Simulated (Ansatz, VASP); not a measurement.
# LiCl: VASP beside Ansatz

```
Li Cl
1.0
     0.00000    2.54212    2.54212
     2.54212    0.00000    2.54212
     2.54212    2.54212    0.00000
Li Cl
1 1
Direct
  0.00000 0.00000 0.00000
  0.50000 0.50000 0.50000
```

Alike in both runs: task relaxation of cell and atoms; functional PBE; k mesh 8 × 8 × 8; occupations gaussian, width 0.02 eV; no spin polarisation.

|  | VASP | Ansatz |
| --- | --- | --- |
| version | VASP 6.6.1 | Ansatz 0.2.0 |
| potentials or method | VASP PAW PBE potentials, release 64 (Li_sv, Cl), cutoff 600 eV | scalar-relativistic, plane waves, PAW |
| valence electrons in the cell | 10 | 10 |

Ansatz gave:

- gap on the k mesh at the Fermi level, each at its own relaxed structure (eV): 6.26
- relaxed volume (Å³/atom): 17.08
- relaxed cell length with the largest relative difference (Å): 3.642

Problem. Estimate VASP's values.

Solution. gap on the k mesh at the Fermi level, each at its own relaxed structure (eV): 6.29; relaxed volume (Å³/atom): 17.02; relaxed cell length with the largest relative difference (Å): 3.638.

Noted on VASP's run: the cutoff is short for stress, so the pressure is rough.
